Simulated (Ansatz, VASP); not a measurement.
# One calculation of Ga, two programs

```xyz
2
Lattice="1.3553 -3.9460 0.0000 1.3553 3.9460 0.0000 -0.1151 0.0000 3.3299" Properties=species:S:1:pos:R:3 pbc="T T T"
Ga    1.3266   -2.9121    0.8325
Ga    1.2690    2.9121    2.4974
```

Change from the starting cell: equal xx and yy strain of -2 %.

Alike in both runs: task single point; functional PBE; k mesh 14 × 14 × 11; occupations fermi-dirac, width 0.03 eV; no spin polarisation.

|  | VASP | Ansatz |
| --- | --- | --- |
| version | VASP 6.6.1 | Ansatz 0.2.0 |
| potentials or method | VASP PAW PBE potentials, release 64 (Ga_d), cutoff 520 eV | all-electron LAPW, scalar-relativistic |

```csv
,VASP,Ansatz,Ansatz less VASP
pressure (GPa),4.6,4.4,-0.17
"traceless stress, the component that is largest in VASP (GPa)",-1.11,-1.09,+0.026
rms of the force components (eV/Å),0.101,0.101,-0.0007
```

Atom by atom the forces differ by 0.001 eV/Å (rms over components). Ansatz ran all-electron here, and VASP with PAW potentials.
